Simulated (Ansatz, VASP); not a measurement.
# One calculation of Al2O3, two programs

File INCAR:

```
  PREC = Accurate
  ENCUT = 600
  EDIFF = 1E-7
  ISMEAR = 0
  SIGMA = 0.02
  LREAL = False
  LASPH = True
  NELM = 100
  ALGO = Normal
  ISIF = 3
  LWAVE = False
  LCHARG = False
  GGA = PE
  IBRION = 2
  NSW = 100
  EDIFFG = -0.005
```

File KPOINTS:

```
regular mesh
0
Gamma
  6 6 6
```

The input POSCAR:

```
Al2O3
1.0
    2.3785015489      1.3732285095      4.3292300000
   -2.3785015489      1.3732285095      4.3292300000
    0.0000000000     -2.7464570191      4.3292300000
Al O
4 6
Direct
    0.8521800000      0.8521800000      0.8521800000
    0.6478200000      0.6478200000      0.6478200000
    0.1478200000      0.1478200000      0.1478200000
    0.3521800000      0.3521800000      0.3521800000
    0.0562500000      0.4437500000      0.7500000000
    0.7500000000      0.0562500000      0.4437500000
    0.4437500000      0.7500000000      0.0562500000
    0.9437500000      0.5562500000      0.2500000000
    0.2500000000      0.9437500000      0.5562500000
    0.5562500000      0.2500000000      0.9437500000
```

Input for Ansatz:

```yaml
crystal:
  lattice:
    - [2.3785015489, 1.3732285095, 4.32923]
    - [-2.3785015489, 1.3732285095, 4.32923]
    - [0.0, -2.7464570191, 4.32923]
  atoms:
    - { symbol: Al, position: [0.85218, 0.85218, 0.85218] }
    - { symbol: Al, position: [0.64782, 0.64782, 0.64782] }
    - { symbol: Al, position: [0.14782, 0.14782, 0.14782] }
    - { symbol: Al, position: [0.35218, 0.35218, 0.35218] }
    - { symbol: O, position: [0.05625, 0.44375, 0.75] }
    - { symbol: O, position: [0.75, 0.05625, 0.44375] }
    - { symbol: O, position: [0.44375, 0.75, 0.05625] }
    - { symbol: O, position: [0.94375, 0.55625, 0.25] }
    - { symbol: O, position: [0.25, 0.94375, 0.55625] }
    - { symbol: O, position: [0.55625, 0.25, 0.94375] }
basis:
  ecutwfc: 420
kpoints:
  mp_grid: { grid: [6, 6, 6] }
hamiltonian:
  xc: pbe
scf:
  occupations: { method: gaussian, width: 0.02 }
output:
  forces: true
  stress: true
  eigenvalues: true
relax:
  adjacent_minimum: "off"
  f_tol: 0.005
  max_steps: 80
  cell: { stress_tol: 0.05 }
```

Alike in both runs: task relaxation of cell and atoms; functional PBE; k mesh 6 × 6 × 6; occupations gaussian, width 0.02 eV; no spin polarisation.

|  | VASP | Ansatz |
| --- | --- | --- |
| version | VASP 6.6.1 | Ansatz 0.2.0 |
| potentials or method | VASP PAW PBE potentials, release 64 (Al, O), cutoff 600 eV | scalar-relativistic, plane waves, PAW |
| valence electrons in the cell | 48 | 48 |

|  | VASP | Ansatz | Ansatz less VASP |
| --- | --- | --- | --- |
| gap on the k mesh at the Fermi level, each at its own relaxed structure (eV) | 5.87 | 5.85 | -0.015 |
| relaxed volume (Å³/atom) | 8.75 | 8.76 | +0.013 |
| relaxed cell length with the largest relative difference (Å) | 5.178 | 5.181 | +0.0030 |
